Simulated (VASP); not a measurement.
Here is a VASP 6.6.1 calculation.

File INCAR:

```
  PREC = Accurate
  ENCUT = 600
  EDIFF = 1E-6
  ISMEAR = 0
  SIGMA = 0.1
  LREAL = False
  LASPH = True
  NELM = 100
  ALGO = Fast
  ISIF = 3
  LWAVE = False
  LCHARG = False
  GGA = PE
  IBRION = 2
  NSW = 70
  EDIFFG = -0.008
  PSTRESS = 80.0
```

Contents of KPOINTS:

```
Automatic mesh
0
Gamma
  10 10 10
```

Contents of POSCAR:

```
ScAl3
1.0
    3.9955714742      0.0000000000      0.0000000000
    0.0000000000      3.9955714742      0.0000000000
    0.0000000000      0.0000000000      3.9955714742
Sc Al
1 3
Direct
    0.0000000000      0.0000000000      0.0000000000
    0.5000000000      0.0000000000      0.5000000000
    0.0000000000      0.5000000000      0.5000000000
    0.5000000000      0.5000000000      0.0000000000
```

Potentials or basis: VASP PAW PBE potentials, release 64 (Sc_sv, Al).

The run is started by

```sh
$ cat potpaw_PBE.64/Sc_sv/POTCAR potpaw_PBE.64/Al/POTCAR > POTCAR
$ mpirun -np 1 vasp_std > vasp.out
```

(1) Predict the relaxed cell.

(2) Estimate the band gap on the k mesh.

(3) What does it give for the relaxed volume?

(4) Estimate the space group after relaxing (to 0.1 Å).

## Answers

(1) a = 4.000 Å, b = 4.000 Å, c = 4.000 Å, α = 90.00°, β = 90.00°, γ = 90.00°.

(2) zero (bands 10 and 11 overlap by 4.12 eV).

(3) 15.99 Å³/atom.

(4) Pm-3m (No. 221).

Caveat: the cell is relaxed towards a set pressure, so the run minimises the enthalpy, not the energy.
